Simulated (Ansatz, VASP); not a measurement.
**Two plane-wave programs on Zn**

```xyz
2
Lattice="2.6174 0.0000 0.0000 -1.3087 2.2667 0.0000 0.0000 0.0000 4.8486" Properties=species:S:1:pos:R:3 pbc="T T T"
Zn    0.0000    1.5111    1.2122
Zn    1.3087    0.7556    3.6365
```

Alike in both runs: functional r2SCAN; k mesh 22 × 22 × 10; occupations fermi-dirac, width 0.05 eV; no spin polarisation.

Ansatz relaxed the structure, and its values are those at the end. VASP's run is a single point on that final structure, the one shown.

|  | VASP | Ansatz |
| --- | --- | --- |
| version | VASP 6.6.1 | Ansatz 0.2.0 |
| potentials or method | VASP PAW PBE potentials, release 64 (Zn) | PAW with Ansatz's default frozen-core files, scalar-relativistic |
| plane-wave cutoff (eV) | 520 | 500 |
| valence electrons in the cell | 24 | 24 |

```tsv
	VASP	Ansatz	Ansatz less VASP
pressure (GPa)	0.5	0.0	-0.51
```

VASP's potentials were made for PBE, not for r2SCAN.
